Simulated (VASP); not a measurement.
# Ta (Im-3m) in VASP: notebook

The runs below take Ta through single point, with PBE.

Program: VASP 6.6.1. These are calculated values, not measurements. Logs are shortened: lines on timing, memory, paths and dates and some standing lists are left out, and cuts for length are marked.

## Step 1: The cell of the first run

It takes space group Im-3m (No. 229, cubic). The conventional cell has a = 3.285 Å, b = 3.285 Å, c = 3.285 Å, α = 90.00°, β = 90.00°, γ = 90.00°. Ta (site symmetry m-3m) has 14 Ta at 2.85 to 3.29 Å within 3.7 Å.

## Step 2: Single point, PBE (volume scaled by 0.97)

INCAR reads:

```
PREC = Accurate ; ENCUT = 520
EDIFF = 1E-6 ; ISMEAR = 0
SIGMA = 0.1 ; LREAL = False
LASPH = True ; NELM = 80
ALGO = Normal ; ISIF = 2
LWAVE = False ; LCHARG = False
GGA = PE ; NBANDS = 12
```

KPOINTS reads:

```
Automatic mesh
0
Gamma
  18 18 18
```

POSCAR reads:

```
Ta
1.0
   -1.6426321103      1.6426321103      1.6426321103
    1.6426321103     -1.6426321103      1.6426321103
    1.6426321103      1.6426321103     -1.6426321103
Ta
1
Direct
    0.0000000000      0.0000000000      0.0000000000
```

Potentials or basis: VASP PAW PBE potentials, release 64 (Ta_pv).

On the command line:

```sh
cat potpaw_PBE.64/Ta_pv/POTCAR > POTCAR
mpirun -np 1 vasp_std > vasp.out
```

OUTCAR:

```text
PREC = Accurate
   ENCUT = 520
   EDIFF = 1E-6
   ISMEAR = 0
   LREAL = False
   LASPH = True
   NELM = 80
   ISIF = 2
   GGA = PE

 ion  position               nearest neighbor table
   1  0.000  0.000  0.000-

  LATTYP: Found a body centered cubic cell.
 ALAT       =     3.2852642206

  Lattice vectors:

 A1 = (  -1.6426321103,   1.6426321103,   1.6426321103)
 A2 = (   1.6426321103,  -1.6426321103,   1.6426321103)
 A3 = (   1.6426321103,   1.6426321103,  -1.6426321103)

Analysis of symmetry for initial positions (statically):
=====================================================================
 Subroutine PRICEL returns:
 Original cell was already a primitive cell.

 Routine SETGRP: Setting up the symmetry group for a
 body centered cubic supercell.

 Subroutine GETGRP returns: Found 48 space group operations
 (whereof 48 operations were pure point group operations)
 out of a pool of 48 trial point group operations.

The static configuration has the point symmetry O_h .

Analysis of symmetry for dynamics (positions and initial velocities):
=====================================================================
 Subroutine PRICEL returns:
 Original cell was already a primitive cell.

 Routine SETGRP: Setting up the symmetry group for a
 body centered cubic supercell.

 Subroutine GETGRP returns: Found 48 space group operations
 (whereof 48 operations were pure point group operations)
 out of a pool of 48 trial point group operations.

The dynamic configuration has the point symmetry O_h .

 Subroutine INISYM returns: Found 48 space group operations
 (whereof 48 operations are pure point group operations),
 and found     1 'primitive' translations

----------------------------------------------------------------------------------------

                                     Primitive cell

  volume of cell :      17.7289

  direct lattice vectors                    reciprocal lattice vectors
    -1.642632110  1.642632110  1.642632110     0.000000000  0.304389520  0.304389520
     1.642632110 -1.642632110  1.642632110     0.304389520  0.000000000  0.304389520
     1.642632110  1.642632110 -1.642632110     0.304389520  0.304389520  0.000000000

  length of vectors
     2.845122273  2.845122273  2.845122273     0.430471788  0.430471788  0.430471788

  position of ions in fractional coordinates (direct lattice)
     0.000000000  0.000000000  0.000000000

  ion indices of the primitive-cell ions
   primitive index   ion index
                 1           1

----------------------------------------------------------------------------------------

 KPOINTS: Automatic mesh

Automatic generation of k-mesh.
 Grid dimensions read from file:
 generate k-points for:   18   18   18

 Generating k-lattice:

  Cartesian coordinates                     Fractional coordinates (reciprocal lattice)
     0.000000000  0.016910529  0.016910529     0.055555556  0.000000000  0.000000000
     0.016910529  0.000000000  0.016910529     0.000000000  0.055555556  0.000000000
     0.016910529  0.016910529  0.000000000     0.000000000  0.000000000  0.055555556

  Length of vectors
     0.023915099  0.023915099  0.023915099

  Shift w.r.t. Gamma in fractional coordinates (k-lattice)
     0.000000000  0.000000000  0.000000000

 Subroutine IBZKPT returns following result:
 ===========================================

 Found    195 irreducible k-points:

 Following reciprocal coordinates:
            Coordinates               Weight
  0.000000  0.000000  0.000000      1.000000
  0.055556  0.000000  0.000000     12.000000
  0.111111  0.000000  0.000000     12.000000
  0.166667  0.000000  0.000000     12.000000
  0.222222  0.000000  0.000000     12.000000
  0.277778  0.000000  0.000000     12.000000
[... 16 lines left out ...]
  0.333333  0.111111 -0.000000     48.000000
  0.388889  0.111111  0.000000     48.000000
 [... further k-points ...]
   k-points           NKPTS =    195   k-points in BZ     NKDIM =    195   number of bands    NBANDS=     12
   number of dos      NEDOS =    301   number of ions     NIONS =      1
   total plane-waves  NPLWV =  13824
   dimension x,y,z NGX =    24 NGY =   24 NGZ =   24
   dimension x,y,z NGXF=    48 NGYF=   48 NGZF=   48
   ions per type =               1
   NGX,Y,Z   is equivalent  to a cutoff of  14.02, 14.02, 14.02 a.u.
   NGXF,Y,Z  is equivalent  to a cutoff of  28.05, 28.05, 28.05 a.u.
 SYSTEM =  unknown system
   PREC   = accura    normal or accurate (medium, high low for compatibility)
   ISTART =      0    job   : 0-new  1-cont  2-samecut
   ICHARG =      2    charge: 1-file 2-atom 10-const
   ISPIN  =      1    spin polarized calculation?
   LNONCOLLINEAR =      F non collinear calculations
   LSORBIT =      F    spin-orbit coupling
   LASPH  =      T    aspherical Exc in radial PAW
   ENCUT  =  520.0 eV  38.22 Ry    6.18 a.u.   5.29  5.29  5.29*2*pi/ulx,y,z
   NELM   =     80;   NELMIN=  2; NELMDL= -5     # of ELM steps
   EDIFF  = 0.1E-05   stopping-criterion for ELM
   LREAL  =      F    real-space projection
   EDIFFG = 0.1E-04   stopping-criterion for IOM
   NSW    =      0    number of steps for IOM
   IBRION =     -1    ionic relax: 0-MD 1-quasi-New 2-CG
   NFREE  =      0    steps in history (QN), initial steepest desc. (CG)
   ISIF   =      2    stress and relaxation
   ISYM   =      2    0-nonsym 1-usesym 2-fastsym
   POTIM  = 0.5000    time-step for ionic-motion
   TEBEG  =    0.0;   TEEND  =   0.0 temperature during run
   PSTRESS=    0.0 pullay stress
   NELECT =      11.0000    total number of electrons
   NUPDOWN=      -1.0000    fix difference up-down
   EMIN   =  10.00;   EMAX   =-10.00  energy-range for DOS
   EFERMI =   0.00;   METHOD = LEGACY
   ISMEAR =     0;   SIGMA  =   0.10  broadening in eV -4-tet -1-fermi 0-gaus
   EFERMI_NEDOS =   21; number of points for ismear=-14 and -15
   IALGO  =     38    algorithm
   IMIX   =      4    mixing-type and parameters
     AMIX     =   0.40;   BMIX     =  1.00
     AMIX_MAG =   1.60;   BMIX_MAG =  1.00
  volume/ion in A,a.u.               =      17.73       119.64
  Fermi-wavevector in a.u.,A,eV,Ry     =   1.396300  2.638624 26.526651  1.949654
  Thomas-Fermi vector in A             =   2.519668
   LORBIT       =      0    0 simple, 1 ext, 2 COOP (PROOUT), +10 PAW based schemes
   GGA     = PE    functional components
   LHFCALC =     F    Hartree Fock is set to
   AEXX    =    0.0000 exact exchange contribution
   IVDW    =     0    specifies the selected vdW correction
   LEPSILON=     F    determine dielectric tensor
   LRPA    =     F    only Hartree local field effects (RPA)
 non-spin polarized calculation
 Gauss-broadening in eV      SIGMA  =   0.10
  energy-cutoff  :      520.00
  volume of cell :       17.73
 maximum number of plane-waves:       490
 NGX is ok and might be reduce to    24
   NGX = 11   NGY = 11   NGZ = 11

 number of electron      11.0000002 magnetization

 Free energy of the ion-electron system (eV)
  ---------------------------------------------------
  ext. energy  EPLUGINS =         0.00000000
  ---------------------------------------------------
  free energy    TOTEN  =       -11.80527374 eV

  energy without entropy =      -11.79927678  energy(sigma->0) =      -11.80227526

 E-fermi :   5.6280     XC(G=0): -12.6987

 val. band max:        5.6235642276   @ k =   0.1111   0.0556   0.0556
 cond. band min:       5.6313614805   @ k =  -0.2778   0.3889   0.1111
 fundamental gap:      0.0077972529
 Fermi energy:         5.6280117276

 k-point     1 :       0.0000    0.0000    0.0000
  band No.  band energies     occupation
      1     -27.3896      2.00000
      2     -27.3896      2.00000
      3     -27.3896      2.00000
      4      -2.3618      2.00000
      5       6.3519      0.00000
      6       6.3519      0.00000
      7       6.3519      0.00000
      8       9.6812      0.00000
      9       9.6812      0.00000
     10      20.3724      0.00000
     11      20.7004      0.00000
     12      20.7004      0.00000

 k-point     2 :       0.0556    0.0000    0.0000
  band No.  band energies     occupation
      1     -27.4304      2.00000
      2     -27.4021      2.00000
      3     -27.3899      2.00000
      4      -2.2205      2.00000
      5       6.2591      0.00000
      6       6.3258      0.00000
      7       6.4900      0.00000
      8       9.5272      0.00000
      9       9.6809      0.00000
     10      20.3732      0.00000
     11      20.8298      0.00000
     12      20.9476      0.00000

 k-point     3 :       0.1111    0.0000    0.0000
  band No.  band energies     occupation
      1     -27.5465      2.00000
      2     -27.4378      2.00000
      3     -27.3906      2.00000
      4      -1.8117      2.00000
      5       6.0036      0.00000
      6       6.2155      0.00000
      7       6.9003      0.00000
      8       9.2061      0.00000
      9       9.6883      0.00000
     10      20.3721      0.00000
     11      21.1568      0.00000
     12      21.6644      0.00000
[... 286 lines left out ...]
 k-point    23 :       0.3333    0.1111   -0.0000
  band No.  band energies     occupation
      1     -28.4655      2.00000
      2     -27.7804      2.00000
      3     -27.4507      2.00000
      4       1.5152      2.00000
      5       4.2893      2.00000
      6       5.7152      0.21782
      7       9.3648      0.00000
      8      10.5687      0.00000
      9      12.6443      0.00000
     10      18.2802      0.00000
     11      19.5220      0.00000
     12      20.3862      0.00000

 k-point    24 :       0.3889    0.1111    0.0000
  band No.  band energies     occupation
      1     -28.5494      2.00000
      2     -27.8219      2.00000
      3     -27.4522      2.00000
      4       1.5724      2.00000
      5       4.1531      2.00000
      6       6.3173      0.00000
      7       9.4360      0.00000
      8      10.7616      0.00000
      9      13.6687      0.00000
     10      17.3472      0.00000
     11      18.7283      0.00000
     12      20.3814      0.00000

 [... further k-points ...]
[... 5 lines left out ...]
  --------------------------------------------------------------------------------------
  -------------------------------------------------------------------------------------
  Total        0.7072867      0.7072867      0.7072867      0.0000000      0.0000000      0.0000000
  in kB       63.9182942     63.9182942     63.9182942      0.0000000      0.0000000      0.0000000
  external PRESSURE =      63.9182942 kB  Pullay stress =       0.0000000 kB

 VOLUME and BASIS-vectors are now :
 -----------------------------------------------------------------------------
  energy-cutoff  :      520.00
  volume of cell :       17.73
      direct lattice vectors                 reciprocal lattice vectors
    -1.642632110  1.642632110  1.642632110     0.000000000  0.304389520  0.304389520
     1.642632110 -1.642632110  1.642632110     0.304389520  0.000000000  0.304389520
     1.642632110  1.642632110 -1.642632110     0.304389520  0.304389520  0.000000000

 POSITION                                       TOTAL-FORCE (eV/Angst)
 -----------------------------------------------------------------------------------
      0.00000      0.00000      0.00000        -0.000000     -0.000000     -0.000000
 -----------------------------------------------------------------------------------
    total drift:                                0.000000      0.000000     -0.000000

  FREE ENERGIE OF THE ION-ELECTRON SYSTEM (eV)
  ---------------------------------------------------
  free  energy   TOTEN  =       -11.8052737416 eV

  energy  without entropy=      -11.7992767766  energy(sigma->0) =      -11.80227526
```

Wall time 10 s (1 thread of Intel Xeon 6975P-C (Granite Rapids), shared host); peak memory 0.17 GiB.

What came out:

- Free energy: -11.8053 eV
- Pressure: 6.4 GPa

Caveat: the cell differs from its parent crystal (volume scaled by 0.97); spin-orbit coupling is left out, which moves the levels of the heavy elements.

## Step 3: Single point, PBE

This run uses another cell than the first one, of 18.01 Å³/atom, 1.016 times its volume.

INCAR reads:

```
PREC = Accurate
ENCUT = 520
EDIFF = 1E-7
ISMEAR = 0
SIGMA = 0.1
LREAL = F
LASPH = T
NELM = 100
ALGO = Fast
ISIF = 2
LWAVE = F
LCHARG = F
GGA = PE
NBANDS = 12
```

KPOINTS is that of step 2.

POSCAR reads:

```
Ta
1.0
   -1.6512800000      1.6512800000      1.6512800000
    1.6512800000     -1.6512800000      1.6512800000
    1.6512800000      1.6512800000     -1.6512800000
Ta
1
Direct
    0.0000000000      0.0000000000      0.0000000000
```

Potentials or basis: VASP PAW PBE potentials, release 64 (Ta_pv).

On the command line:

```sh
cat potpaw_PBE.64/Ta_pv/POTCAR > POTCAR
mpirun -np 1 vasp_std > vasp.out
```

Run time: 16 s. Hardware: 1 thread of Intel Xeon 6975P-C (Granite Rapids), shared host; peak memory 0.17 GiB.

The run converged. Its results:

```
Free energy : -11.8136 eV
Pressure    : 3.0 GPa
```

Levels at points of the mesh, in eV from the Fermi level:
| k point | band 3 | band 4 | band 5 | band 6 | band 7 | band 8 |
| --- | --- | --- | --- | --- | --- | --- |
| (0.00, 0.00, 0.00) | -33.08 | -7.93 | 0.72 | 0.72 | 0.72 | 4.00 |
| (0.50, 0.00, 0.00) | -33.09 | -4.39 | -1.55 | 1.58 | 3.88 | 4.91 |
| (0.50, 0.50, 0.50) | -33.90 | -3.81 | -3.81 | 6.83 | 6.83 | 6.83 |

Caveat: spin-orbit coupling is left out, which moves the levels of the heavy elements.

[end of part 1 of 2]
